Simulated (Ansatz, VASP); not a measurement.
HfTi2Ge3: VASP beside Ansatz

```
Hf Ti Ge
1.0
     3.58835    0.00000    0.00000
     0.00000    3.58835    0.00000
     0.00000    0.00000    9.73627
Hf Ti Ge
1 2 3
Direct
  0.50000 0.50000 0.50000
  0.00000 0.50000 0.18853
  0.50000 0.00000 0.81147
  0.00000 0.00000 0.62881
  0.00000 0.00000 0.37119
  0.00000 0.00000 0.00000
```

Alike in both runs: functional PBE; k mesh 4 × 4 × 2; occupations gaussian, width 0.2 eV; no spin polarisation.

Ansatz relaxed the structure, and its values are those at the end. VASP's run is a single point on that final structure, the one shown.

|  | VASP | Ansatz |
| --- | --- | --- |
| version | VASP 6.6.1 | Ansatz 0.2.0 |
| potentials or method | VASP PAW PBE potentials, release 64 (Hf_pv, Ti_sv, Ge_d), cutoff 500 eV | scalar-relativistic, plane waves, PAW |
| valence electrons in the cell | 76 | 92 |

|  | VASP | Ansatz | Ansatz less VASP |
| --- | --- | --- | --- |
| gap on the k mesh at the Fermi level (eV) | none | none | - |
| pressure (GPa) | 0.3 | 0.4 | +0.13 |
| rms of the force components (eV/Å) | 0.024 | 0.030 | +0.0058 |

A gap of «none» marks a metal or a gap that the smearing closes. VASP's potentials hold 76 valence electrons a cell and Ansatz's 92, so a difference there can come from the potentials and not from the codes.

The k mesh is coarse, so the values compare programs but aren't converged. Neither program's run includes spin-orbit coupling.
